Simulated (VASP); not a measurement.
Input of a VASP 6.6.1 run:

Contents of INCAR:

```
PREC = Accurate
ENCUT = 520
EDIFF = 1E-6
ISMEAR = 0
SIGMA = 0.1
LREAL = False
LASPH = True
NELM = 80
ALGO = Normal
ISIF = 2
LWAVE = False
LCHARG = False
GGA = PE
NBANDS = 34
```

Contents of KPOINTS:

```
regular mesh
0
Gamma
  4 4 4
```

POSCAR

```
Zn3PAu
1.0
    4.1947859519      0.0000000000      0.0000000000
    0.0000000000      4.1947859519      0.0000000000
    0.0000000000      0.0000000000      4.1947859519
Zn P Au
3 1 1
Direct
    0.0000000000      0.5000000000      0.5000000000
    0.5000000000      0.0000000000      0.5000000000
    0.5000000000      0.5000000000      0.0000000000
    0.0000000000      0.0000000000      0.0000000000
    0.5000000000      0.5000000000      0.5000000000
```

Potentials or basis: VASP PAW PBE potentials, release 64 (Zn, P, Au).

Launch:

```sh
$ cat potpaw_PBE.64/Zn/POTCAR potpaw_PBE.64/P/POTCAR potpaw_PBE.64/Au/POTCAR > POTCAR
$ mpirun -np 1 vasp_std > vasp.out
```

Problem. What does it give for the pressure?

Solution. 72.2 GPa.

Problem. Predict the band gap on the k mesh.

Solution. Zero (bands 26 and 27 overlap by 5.48 eV).

Caveat: the k points lie up to 0.37 Å⁻¹ apart, too coarse for converged energies and pressures of a metal; spin-orbit coupling is left out, which moves the levels of the heavy elements.
